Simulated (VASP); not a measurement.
CdGeAs2, 8 atoms in the cell. Symmetry: I-42d, No. 122, tetragonal system. Conventional cell: a = 5.978 Å, b = 5.978 Å, c = 11.329 Å, α = 90.00°, β = 90.00°, γ = 90.00°. Within 3.5 Å of Cd (site symmetry -4) lie 4 As at 2.65 Å. As (site symmetry 2) has 2 Ge at 2.45 Å and 2 Cd at 2.65 Å within 3.2 Å. Ge (site symmetry -4) has 4 As at 2.45 Å within 3.2 Å. 

```yaml
Program: VASP 6.6.1
Task: single point
Functional: PBEsol
Potentials_or_basis: VASP PAW PBE potentials, release 64 (Cd, As, Ge_d)
Cutoff: 520 eV
k_mesh: 6 × 6 × 6
Occupations: fermi-dirac, width 0.05 eV
Spin: no spin polarisation
Dipole_correction: no
Further_INCAR_settings: ALGO = Normal; EDIFF = 1e-07; NBANDS = 46
```

Potentials or basis: VASP PAW PBE potentials, release 64 (Cd, As, Ge_d).

Run with:

```console
$ cat potpaw_PBE.64/Cd/POTCAR potpaw_PBE.64/As/POTCAR potpaw_PBE.64/Ge_d/POTCAR > POTCAR
$ mpirun -np 1 vasp_std > vasp.out
```

Hardware: 1 thread of Intel Xeon 6975P-C, with other jobs on the host.

Problem. Estimate the wall time of this run.

Solution. Wall time 7.8 min on 1 thread of Intel Xeon 6975P-C, on a shared host, peak memory 0.56 GiB. Counts: scf iterations 15, k points 30.
